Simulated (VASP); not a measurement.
A run of VASP 6.6.1 is set up as follows.

Contents of INCAR:

```
PREC = Accurate
ENCUT = 520
EDIFF = 1E-6
ISMEAR = -1
SIGMA = 0.05
LREAL = F
LASPH = T
NELM = 100
ALGO = Fast
ISIF = 2
LWAVE = F
LCHARG = F
GGA = PS
NBANDS = 21
```

The input KPOINTS:

```
Automatic mesh
0
Gamma
  11 11 6
```

POSCAR

```
Ru
1.0
    2.6876397213      0.0000000000      0.0000000000
   -1.3438198606      2.3275642749      0.0000000000
    0.0000000000      0.0000000000      4.2531615502
Ru
2
Direct
    0.6666666667      0.3333333333      0.7500000000
    0.3333333333      0.6666666667      0.2500000000
```

Potentials or basis: VASP PAW PBE potentials, release 64 (Ru_pv).

Run with:

```bash
$ cat potpaw_PBE.64/Ru_pv/POTCAR > POTCAR
$ mpirun -np 1 vasp_std > vasp.out
```

Question: What does it give for the band gap on the k mesh?

Answer: Zero (band 14 reaches 14.63 eV, above the bottom of band 15 at 11.45 eV).

Question: What does it give for the pressure?

Answer: 0.4 GPa.

Caveat: the PAW data sets were made with another functional, which shifts forces and pressure a little.
